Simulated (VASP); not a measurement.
# ZnO (P6_3mc) in VASP: a series of runs, part 2 of 2

VASP 6.6.1.

**4. Relaxation of shape and atoms at fixed volume, RPBE (12.76 Å³/atom)**

This run uses another cell than the first one, of 12.76 Å³/atom.

Input file INCAR:

```
SYSTEM = ZnO
PREC = Accurate
ENCUT = 600
EDIFF = 1E-6
ISMEAR = 0
SIGMA = 0.05
LREAL = .FALSE.
LASPH = .TRUE.
NELM = 80
ALGO = Normal
ISIF = 4
LWAVE = .FALSE.
LCHARG = .FALSE.
GGA = RP
IBRION = 2
NSW = 60
EDIFFG = -0.01
```

Input file KPOINTS:

```
regular mesh
0
G
  8 8 6
  0 0 0
```

Input file POSCAR:

```
ZnO
1.0
    3.3189739864      0.0000000000      0.0000000000
   -1.6594869932      2.8743157867      0.0000000000
    0.0000000000      0.0000000000      5.3517897348
Zn O
2 2
Direct
    0.3333333333      0.6666666667      0.0014489168
    0.6666666667      0.3333333333      0.5014489168
    0.3333333333      0.6666666667      0.3806510832
    0.6666666667      0.3333333333      0.8806510832
```

Potentials or basis: VASP PAW PBE potentials, release 64 (Zn, O).

The run is started by

```
$ cat potpaw_PBE.64/Zn/POTCAR potpaw_PBE.64/O/POTCAR > POTCAR
$ mpirun -np 1 vasp_std > vasp.out
```

OUTCAR:

```text
SYSTEM = ZnO
   PREC = Accurate
   ENCUT = 600
   EDIFF = 1E-6
   ISMEAR = 0
   LREAL = .FALSE.
   LASPH = .TRUE.
   NELM = 80
   ISIF = 4
   GGA = RP
   IBRION = 2
   NSW = 60
   EDIFFG = -0.01

 ion  position               nearest neighbor table
   1  0.333  0.667  0.001-   4 2.02   4 2.02   4 2.02   3 2.03
   2  0.667  0.333  0.501-   3 2.02   3 2.02   3 2.02   4 2.03
   3  0.333  0.667  0.381-   2 2.02   2 2.02   2 2.02   1 2.03
[... 806 lines left out ...]
  Direction    XX          YY          ZZ          XY          YZ          ZX
  --------------------------------------------------------------------------------------
  -------------------------------------------------------------------------------------
  Total        0.2139077      0.2139077      0.2462252      0.0000000      0.0000000      0.0000000
  in kB        6.7127368      6.7127368      7.7269074      0.0000000      0.0000000      0.0000000
  external PRESSURE =       7.0507937 kB  Pullay stress =       0.0000000 kB

 VOLUME and BASIS-vectors are now :
 -----------------------------------------------------------------------------
  energy-cutoff  :      600.00
  volume of cell :       51.05
      direct lattice vectors                 reciprocal lattice vectors
     3.318973986  0.000000000  0.000000000     0.301297932  0.173954442  0.000000000
    -1.659486993  2.874315787  0.000000000     0.000000000  0.347908885  0.000000000
     0.000000000  0.000000000  5.351789735     0.000000000  0.000000000  0.186853380

 POSITION                                       TOTAL-FORCE (eV/Angst)
 -----------------------------------------------------------------------------------
     -0.00000      1.91621      0.00775         0.000000     -0.000000     -0.005802
      1.65949      0.95811      2.68365        -0.000000      0.000000     -0.005802
     -0.00000      1.91621      2.03716         0.000000     -0.000000      0.005802
      1.65949      0.95811      4.71306        -0.000000     -0.000000      0.005802
 -----------------------------------------------------------------------------------
    total drift:                                0.000000      0.000000     -0.000526

  FREE ENERGIE OF THE ION-ELECTRON SYSTEM (eV)
  ---------------------------------------------------
  free  energy   TOTEN  =       -16.3802658578 eV

  energy  without entropy=      -16.3802658578  energy(sigma->0) =      -16.38026586

 reached required accuracy - stopping structural energy minimisation
```

Wall time 51 s (1 thread of Intel Xeon Platinum 8488C (Sapphire Rapids), shared host); peak memory 0.2 GiB.

Results:

- Free energy: -16.3803 eV
- Pressure after relaxing: 0.7 GPa
- Largest force after relaxing: 0.006 eV/Å
- Band gap on the k mesh: 0.78 eV

Forces on the atoms (eV/Å):
```
Zn   0.000  0.000 -0.006
Zn   0.000  0.000 -0.006
O    0.000  0.000  0.006
O    0.000  0.000  0.006
```

Final structure:
```
Zn O
1.0
     3.31897    0.00000    0.00000
    -1.65949    2.87432    0.00000
     0.00000    0.00000    5.35179
Zn O
2 2
Direct
  0.33333 0.66667 0.00145
  0.66667 0.33333 0.50145
  0.33333 0.66667 0.38065
  0.66667 0.33333 0.88065
```

Caveat: the relaxation stopped at its first step, so nothing moved; the PAW data sets were made with another functional, which shifts forces and pressure a little.

**5. Relaxation of shape and atoms at fixed volume, RPBE (13.02 Å³/atom)**

This run uses another cell than the first one, of 13.02 Å³/atom.

Input file INCAR:

```
PREC     = Accurate       # precision mode
ENCUT    = 600            # plane-wave cutoff, eV
EDIFF    = 1E-6           # SCF threshold, eV
ISMEAR   = 0              # smearing method
SIGMA    = 0.05           # smearing width, eV
LREAL    = False          # projectors in reciprocal space
LASPH    = True           # aspherical terms in the spheres
NELM     = 80             # most SCF steps
ALGO     = Normal         # electronic algorithm
ISIF     = 4              # what is computed and relaxed
LWAVE    = False          # write WAVECAR
LCHARG   = False          # write CHGCAR
GGA      = RP             # functional
IBRION   = 2              # ionic algorithm
NSW      = 60             # ionic steps
EDIFFG   = -0.01          # ionic threshold
```

Input file KPOINTS:

```
Automatic mesh
0
Gamma
  8 8 6
```

Input file POSCAR:

```
ZnO
1.0
    3.3409545871      0.0000000000      0.0000000000
   -1.6704772936      2.8933515454      0.0000000000
    0.0000000000      0.0000000000      5.3872330838
Zn O
2 2
Direct
    0.3333333333      0.6666666667      0.0014489168
    0.6666666667      0.3333333333      0.5014489168
    0.3333333333      0.6666666667      0.3806510832
    0.6666666667      0.3333333333      0.8806510832
```

Potentials or basis: VASP PAW PBE potentials, release 64 (Zn, O).

The run is started by

```
$ cat potpaw_PBE.64/Zn/POTCAR potpaw_PBE.64/O/POTCAR > POTCAR
$ mpirun -np 1 vasp_std > vasp.out
```

OUTCAR:

```text
PREC = Accurate
   ENCUT = 600
   EDIFF = 1E-6
   ISMEAR = 0
   LREAL = False
   LASPH = True
   NELM = 80
   ISIF = 4
   GGA = RP
   IBRION = 2
   NSW = 60
   EDIFFG = -0.01

 ion  position               nearest neighbor table
   1  0.333  0.667  0.001-   4 2.04   4 2.04   4 2.04   3 2.04
   2  0.667  0.333  0.501-   3 2.04   3 2.04   3 2.04   4 2.04
   3  0.333  0.667  0.381-   2 2.04   2 2.04   2 2.04   1 2.04
   4  0.667  0.333  0.881-   1 2.04   1 2.04   1 2.04   2 2.04

  LATTYP: Found a hexagonal cell.
 ALAT       =     3.3409545871
 C/A-ratio  =     1.6124831821

  Lattice vectors:

 A1 = (   3.3409545871,   0.0000000000,   0.0000000000)
 A2 = (  -1.6704772936,   2.8933515454,   0.0000000000)
 A3 = (   0.0000000000,   0.0000000000,   5.3872330838)

Analysis of symmetry for initial positions (statically):
=====================================================================
 Subroutine PRICEL returns:
 Original cell was already a primitive cell.

 Routine SETGRP: Setting up the symmetry group for a
 hexagonal supercell.

 Subroutine GETGRP returns: Found 12 space group operations
 (whereof  6 operations were pure point group operations)
 out of a pool of 24 trial point group operations.

The static configuration has the point symmetry C_3v.
 The point group associated with its full space group is C_6v.

Analysis of symmetry for dynamics (positions and initial velocities):
=====================================================================
 Subroutine PRICEL returns:
 Original cell was already a primitive cell.

 Routine SETGRP: Setting up the symmetry group for a
 hexagonal supercell.

 Subroutine GETGRP returns: Found 12 space group operations
 (whereof  6 operations were pure point group operations)
 out of a pool of 24 trial point group operations.

The dynamic configuration has the point symmetry C_3v.
 The point group associated with its full space group is C_6v.

 Subroutine INISYM returns: Found 12 space group operations
 (whereof  6 operations are pure point group operations),
 and found     1 'primitive' translations

----------------------------------------------------------------------------------------

                                     Primitive cell

  volume of cell :      52.0760

  direct lattice vectors                    reciprocal lattice vectors
     3.340954587  0.000000000  0.000000000     0.299315652  0.172809972  0.000000000
    -1.670477294  2.893351545  0.000000000     0.000000000  0.345619944  0.000000000
     0.000000000  0.000000000  5.387233084     0.000000000  0.000000000  0.185624046

  length of vectors
     3.340954587  3.340954587  5.387233084     0.345619944  0.345619944  0.185624046

  position of ions in fractional coordinates (direct lattice)
     0.333333333  0.666666667  0.001448917
     0.666666667  0.333333333  0.501448917
     0.333333333  0.666666667  0.380651083
     0.666666667  0.333333333  0.880651083

  ion indices of the primitive-cell ions
   primitive index   ion index
                 1           1
                 2           2
                 3           3
[... 25 lines left out ...]

 Found     40 irreducible k-points:

 Following reciprocal coordinates:
            Coordinates               Weight
  0.000000  0.000000  0.000000      1.000000
  0.125000  0.000000  0.000000      6.000000
  0.250000  0.000000  0.000000      6.000000
  0.375000  0.000000  0.000000      6.000000
  0.500000  0.000000  0.000000      3.000000
  0.125000  0.125000  0.000000      6.000000
[... 16 lines left out ...]
  0.250000  0.000000  0.333333     12.000000
  0.375000  0.000000  0.333333     12.000000
 [... further k-points ...]
   k-points           NKPTS =     40   k-points in BZ     NKDIM =     40   number of bands    NBANDS=     22
   number of dos      NEDOS =    301   number of ions     NIONS =      4
   total plane-waves  NPLWV =  37632
   dimension x,y,z NGX =    28 NGY =   28 NGZ =   48
   dimension x,y,z NGXF=    56 NGYF=   56 NGZF=   96
   ions per type =               2   2
   NGX,Y,Z   is equivalent  to a cutoff of  13.93, 13.93, 14.81 a.u.
   NGXF,Y,Z  is equivalent  to a cutoff of  27.87, 27.87, 29.62 a.u.
 SYSTEM =  unknown system
   PREC   = accura    normal or accurate (medium, high low for compatibility)
   ISTART =      0    job   : 0-new  1-cont  2-samecut
   ICHARG =      2    charge: 1-file 2-atom 10-const
   ISPIN  =      1    spin polarized calculation?
   LNONCOLLINEAR =      F non collinear calculations
   LSORBIT =      F    spin-orbit coupling
   LASPH  =      T    aspherical Exc in radial PAW
   ENCUT  =  600.0 eV  44.10 Ry    6.64 a.u.   6.67  6.67 10.76*2*pi/ulx,y,z
   NELM   =     80;   NELMIN=  2; NELMDL= -5     # of ELM steps
   EDIFF  = 0.1E-05   stopping-criterion for ELM
   LREAL  =      F    real-space projection
   EDIFFG = -.1E-01   stopping-criterion for IOM
   NSW    =     60    number of steps for IOM
   IBRION =      2    ionic relax: 0-MD 1-quasi-New 2-CG
   NFREE  =      1    steps in history (QN), initial steepest desc. (CG)
   ISIF   =      4    stress and relaxation
   ISYM   =      2    0-nonsym 1-usesym 2-fastsym
   POTIM  = 0.5000    time-step for ionic-motion
   TEBEG  =    0.0;   TEEND  =   0.0 temperature during run
   PSTRESS=    0.0 pullay stress
   NELECT =      36.0000    total number of electrons
   NUPDOWN=      -1.0000    fix difference up-down
   EMIN   =  10.00;   EMAX   =-10.00  energy-range for DOS
   EFERMI =   0.00;   METHOD = LEGACY
   ISMEAR =     0;   SIGMA  =   0.05  broadening in eV -4-tet -1-fermi 0-gaus
   EFERMI_NEDOS =   21; number of points for ismear=-14 and -15
   IALGO  =     38    algorithm
   IMIX   =      4    mixing-type and parameters
     AMIX     =   0.40;   BMIX     =  1.00
     AMIX_MAG =   1.60;   BMIX_MAG =  1.00
  volume/ion in A,a.u.               =      13.02        87.86
  Fermi-wavevector in a.u.,A,eV,Ry     =   1.447537  2.735449 28.509168  2.095365
  Thomas-Fermi vector in A             =   2.565481
   LORBIT       =      0    0 simple, 1 ext, 2 COOP (PROOUT), +10 PAW based schemes
   GGA     = RP    functional components
   LHFCALC =     F    Hartree Fock is set to
   AEXX    =    0.0000 exact exchange contribution
   IVDW    =     0    specifies the selected vdW correction
   LEPSILON=     F    determine dielectric tensor
   LRPA    =     F    only Hartree local field effects (RPA)
 conjugate gradient relaxation of ions
 non-spin polarized calculation
 Gauss-broadening in eV      SIGMA  =   0.05
  energy-cutoff  :      600.00
  volume of cell :       52.08
 maximum number of plane-waves:      1762
 NGX is ok and might be reduce to    28
   NGX = 13   NGY = 13   NGZ = 21

 number of electron      35.9999998 magnetization

 Free energy of the ion-electron system (eV)
  ---------------------------------------------------
  ext. energy  EPLUGINS =         0.00000000
  ---------------------------------------------------
  free energy    TOTEN  =       -16.37892820 eV

  energy without entropy =      -16.37892820  energy(sigma->0) =      -16.37892820

 E-fermi :   0.9089     XC(G=0): -10.1688

 val. band max:        0.6229432283   @ k =   0.0000   0.0000   0.0000
 cond. band min:       1.3701034407   @ k =   0.0000   0.0000   0.0000
 fundamental gap:      0.7471602125
 Fermi energy:         0.9089126542

 k-point     1 :       0.0000    0.0000    0.0000
  band No.  band energies     occupation
      1     -16.8790      2.00000
      2     -16.3003      2.00000
      3      -4.6789      2.00000
      4      -4.6789      2.00000
      5      -4.6445      2.00000
      6      -4.5134      2.00000
[... 589 lines left out ...]
     21       8.8226      0.00000
     22       9.0393      0.00000

 [... further k-points ...]

------------------------ aborting loop because EDIFF is reached ----------------------------------------

  FORCE on cell =-STRESS in cart. coord.  units (eV):
  Direction    XX          YY          ZZ          XY          YZ          ZX
  --------------------------------------------------------------------------------------
  -------------------------------------------------------------------------------------
  Total       -0.5112165     -0.5112165     -0.4719209      0.0000000      0.0000000      0.0000000
  in kB      -15.7281594    -15.7281594    -14.5191865      0.0000000      0.0000000      0.0000000
  external PRESSURE =     -15.3251684 kB  Pullay stress =       0.0000000 kB

 VOLUME and BASIS-vectors are now :
 -----------------------------------------------------------------------------
  energy-cutoff  :      600.00
  volume of cell :       52.08
      direct lattice vectors                 reciprocal lattice vectors
     3.340954587  0.000000000  0.000000000     0.299315652  0.172809972  0.000000000
    -1.670477294  2.893351545  0.000000000     0.000000000  0.345619944  0.000000000
     0.000000000  0.000000000  5.387233084     0.000000000  0.000000000  0.185624046

 POSITION                                       TOTAL-FORCE (eV/Angst)
 -----------------------------------------------------------------------------------
     -0.00000      1.92890      0.00781        -0.000000      0.000000     -0.005395
      1.67048      0.96445      2.70142        -0.000000     -0.000000     -0.005395
     -0.00000      1.92890      2.05066         0.000000      0.000000      0.005395
      1.67048      0.96445      4.74427         0.000000     -0.000000      0.005395
 -----------------------------------------------------------------------------------
    total drift:                               -0.000000     -0.000000      0.000512

  FREE ENERGIE OF THE ION-ELECTRON SYSTEM (eV)
  ---------------------------------------------------
  free  energy   TOTEN  =       -16.3789281997 eV

  energy  without entropy=      -16.3789281997  energy(sigma->0) =      -16.37892820

 reached required accuracy - stopping structural energy minimisation
```

Wall time 65 s (1 thread of Intel Xeon Platinum 8488C (Sapphire Rapids), shared host); peak memory 0.2 GiB.

Results:

* Free energy: -16.3789 eV
* Pressure after relaxing: -1.5 GPa
* Largest force after relaxing: 0.005 eV/Å
* Band gap on the k mesh: 0.75 eV

Forces on the atoms (eV/Å):
```
Zn   0.000  0.000 -0.005
Zn   0.000  0.000 -0.005
O    0.000  0.000  0.005
O    0.000  0.000  0.005
```

Stress tensor (GPa, compression positive):
```
-1.57  0.00  0.00
 0.00 -1.57  0.00
 0.00  0.00 -1.45
```

Final structure:
```cif
data_structure
_symmetry_space_group_name_H-M 'P 1'
_symmetry_Int_Tables_number 1
_cell_length_a 3.3410
_cell_length_b 3.3410
_cell_length_c 5.3872
_cell_angle_alpha 90.000
_cell_angle_beta 90.000
_cell_angle_gamma 120.000
_cell_volume 52.08
loop_
_atom_site_label
_atom_site_type_symbol
_atom_site_fract_x
_atom_site_fract_y
_atom_site_fract_z
_atom_site_occupancy
Zn1 Zn 0.33333 0.66667 0.00145 1
Zn2 Zn 0.66667 0.33333 0.50145 1
O1 O 0.33333 0.66667 0.38065 1
O2 O 0.66667 0.33333 0.88065 1
```

Caveat: the relaxation stopped at its first step, so nothing moved; the PAW data sets were made with another functional, which shifts forces and pressure a little.

**6. Relaxation of shape and atoms at fixed volume, RPBE (13.27 Å³/atom)**

This run uses another cell than the first one, of 13.27 Å³/atom.

Input file INCAR:

```
SYSTEM = ZnO
PREC     = Accurate       ! precision mode
ENCUT    = 600            ! plane-wave cutoff, eV
EDIFF    = 1E-6           ! SCF threshold, eV
ISMEAR   = 0              ! smearing method
SIGMA    = 0.05           ! smearing width, eV
LREAL    = .FALSE.        ! projectors in reciprocal space
LASPH    = .TRUE.         ! aspherical terms in the spheres
NELM     = 60             ! most SCF steps
ALGO     = Normal         ! electronic algorithm
ISIF     = 4              ! what is computed and relaxed
LWAVE    = .FALSE.        ! write WAVECAR
LCHARG   = .FALSE.        ! write CHGCAR
GGA      = RP             ! functional
IBRION   = 2              ! ionic algorithm
NSW      = 60             ! ionic steps
EDIFFG   = -0.01          ! ionic threshold
```

Input file KPOINTS:

```
regular mesh
0
G
  8 8 6
  0 0 0
```

Input file POSCAR:

```
ZnO
1.0
    3.3626497054      0.0000000000      0.0000000000
   -1.6813248527      2.9121400689      0.0000000000
    0.0000000000      0.0000000000      5.4222160970
Zn O
2 2
Direct
    0.3333333333      0.6666666667      0.0014489168
    0.6666666667      0.3333333333      0.5014489168
    0.3333333333      0.6666666667      0.3806510832
    0.6666666667      0.3333333333      0.8806510832
```

Potentials or basis: VASP PAW PBE potentials, release 64 (Zn, O).

The run is started by

```
$ cat potpaw_PBE.64/Zn/POTCAR potpaw_PBE.64/O/POTCAR > POTCAR
$ mpirun -np 1 vasp_std > vasp.out
```

Wall time 52 s (1 thread of Intel Xeon Platinum 8488C (Sapphire Rapids), shared host); peak memory 0.21 GiB.

The run converged. Its results:

* Free energy: -16.3639 eV
* Pressure after relaxing: -3.6 GPa
* Largest force after relaxing: 0.005 eV/Å
* Band gap on the k mesh: 0.72 eV

Forces on the atoms (eV/Å):
```
Zn   0.000  0.000 -0.005
Zn   0.000  0.000 -0.005
O    0.000  0.000  0.005
O    0.000  0.000  0.005
```

Stress tensor (GPa, compression positive):
```
-3.61  0.00  0.00
 0.00 -3.61  0.00
 0.00  0.00 -3.47
```

Final structure:
```
Zn O
1.0
     3.36265    0.00000    0.00000
    -1.68132    2.91214    0.00000
     0.00000    0.00000    5.42222
Zn O
2 2
Cartesian
  0.0000 1.9414 0.0079
  1.6813 0.9707 2.7190
  0.0000 1.9414 2.0640
  1.6813 0.9707 4.7751
```

Levels at points of the mesh, in eV from the valence-band top:
| k point | band 16 | band 17 | band 18 | band 19 | band 20 | band 21 |
| --- | --- | --- | --- | --- | --- | --- |
| (0.00, 0.00, 0.00) | -0.05 | 0.00 | 0.00 | 0.72 | 4.91 | 7.96 |
| (0.50, 0.00, 0.00) | -1.90 | -1.10 | -0.70 | 5.39 | 6.85 | 7.56 |
| (0.00, 0.00, 0.50) | -0.33 | -0.33 | -0.33 | 3.27 | 3.27 | 9.74 |
| (0.50, 0.00, 0.50) | -1.27 | -1.18 | -1.18 | 5.60 | 5.60 | 7.92 |

Caveat: the relaxation stopped at its first step, so nothing moved; the PAW data sets were made with another functional, which shifts forces and pressure a little. Expect the measured gap to be larger: semilocal functionals such as RPBE lack the derivative discontinuity.

**7. The runs side by side**

```csv
level,cell,gap on the mesh (eV),pressure (GPa),largest force (eV/Å)
revPBE+D3(BJ),"relaxed from a = 3.301, b = 3.301, c = 5.328 Å, angles 90.0, 90.0, 120.0°, 4 atoms",0.77,-4.0,-
RPBE,"relaxed from a = 3.309, b = 3.309, c = 5.336 Å, angles 90.0, 90.0, 120.0°, 4 atoms",0.79,1.8,0.01
RPBE,"relaxed from a = 3.319, b = 3.319, c = 5.352 Å, angles 90.0, 90.0, 120.0°, 4 atoms",0.78,0.7,0.01
RPBE,"relaxed from a = 3.341, b = 3.341, c = 5.387 Å, angles 90.0, 90.0, 120.0°, 4 atoms",0.75,-1.5,0.01
RPBE,"relaxed from a = 3.363, b = 3.363, c = 5.422 Å, angles 90.0, 90.0, 120.0°, 4 atoms",0.72,-3.6,0.01
```

Alike in all rows: task relaxation of shape and atoms at fixed volume; potentials or basis VASP PAW PBE potentials, release 64 (Zn, O); no spin polarisation; k mesh 8 × 8 × 6; cutoff (eV) 600; smearing gaussian 0.05 eV.

Caveats: the relaxation stopped at its first step, so nothing moved; the PAW data sets were made with another functional, which shifts forces and pressure a little.

Total energies depend on the potentials used, so only differences within one code and one set of settings carry meaning.
